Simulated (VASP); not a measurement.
Input of a VASP 6.6.1 run:

File INCAR:

```
SYSTEM = I
  PREC = Accurate
  ENCUT = 520
  EDIFF = 1E-7
  ISMEAR = 0
  SIGMA = 0.15
  LREAL = .False.
  LASPH = .True.
  NELM = 100
  ALGO = Normal
  ISIF = 2
  LWAVE = .False.
  LCHARG = .True.
  LELF = .True.
  LVHAR = .True.
  NBANDS = 10
```

File KPOINTS:

```
Automatic mesh
0
Gamma
  16 16 16
  0 0 0
```

File POSCAR:

```
I
1.0
    0.0000000000      2.3656004428      3.9098401324
    2.1922454667      0.0000000000      3.9098401324
    2.1922454667      2.3656004428      0.0000000000
I
1
Direct
    0.0000000000      0.0000000000      0.0000000000
```

Potentials or basis: VASP PAW LDA potentials, release 64 (I).

Run with:

```bash
$ cat potpaw_LDA.64/I/POTCAR > POTCAR
$ mpirun -np 1 vasp_std > vasp.out
```

Q: What does it give for the pressure?

A: -2.3 GPa.

Stress tensor (GPa, compression positive):
```
-2.70  0.00  0.00
 0.00 -3.28  0.00
 0.00  0.00 -1.04
```

Caveat: an odd number of electrons without spin polarisation forces a metal; a magnetic or distorted state may lie lower.
